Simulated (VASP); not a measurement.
Set up this calculation in VASP 6.6.1, as the native input.

```
Task                   : relaxation of cell and atoms
Functional             : PBE
Dispersion             : D3(BJ)
Potentials or basis    : VASP PAW PBE potentials, release 64 (Sn_d, O)
Cutoff                 : 600 eV
k mesh                 : 12 × 12 × 6
Occupations            : gaussian, width 0.02 eV
Spin                   : no spin polarisation
Dipole correction      : no
Further INCAR settings : ALGO = Normal; EDIFF = 1e-06; IBRION = 2; EDIFFG = -0.01; NSW = 100; ISIF = 3
```

The structure of SnO2 lies in POSCAR:

```
SnO2
1.0
    3.2145732177      0.0000000000      0.0000000000
   -1.6072866089      2.7839020689      0.0000000000
    0.0000000000      0.0000000000      4.5988247932
Sn O
1 2
Direct
    0.0000000000      0.0000000000      0.5000000000
    0.3333333333      0.6666666667      0.7199820725
    0.6666666667      0.3333333333      0.2800179275
```

The input as run:

INCAR

```
PREC = Accurate
ENCUT = 600
EDIFF = 1E-6
ISMEAR = 0
SIGMA = 0.02
LREAL = F
LASPH = T
NELM = 80
ALGO = Normal
ISIF = 3
LWAVE = F
LCHARG = F
GGA = PE
IVDW = 12
IBRION = 2
NSW = 100
EDIFFG = -0.01
```

KPOINTS

```
regular mesh
0
Gamma
  12 12 6
```

Potentials or basis: VASP PAW PBE potentials, release 64 (Sn_d, O).

Command:

```console
$ cat potpaw_PBE.64/Sn_d/POTCAR potpaw_PBE.64/O/POTCAR > POTCAR
$ mpirun -np 1 vasp_std > vasp.out
```

Results of the run:

* Relaxed volume: 13.66 Å³/atom
* Relaxed cell: a = 3.221 Å, b = 3.221 Å, c = 4.560 Å, α = 90.00°, β = 90.00°, γ = 120.00°
* Space group after relaxing (to 0.1 Å): P-3m1 (No. 164)
* Energy gained by relaxing: 0.3 meV/atom
* Ionic steps: 7
* Pressure after relaxing: 0.0 GPa
* Largest force after relaxing: 0.010 eV/Å
* Band gap on the k mesh: 1.79 eV (least direct gap 1.84 eV)
* Dispersion energy per atom: -0.190 eV

Caveat: spin-orbit coupling is left out, which moves the levels of the heavy elements.

Run time: 2.2 min on 1 thread of Intel(R) Xeon(R) 6975P-C (Granite Rapids) (shared host), peak memory 0.26 GiB.
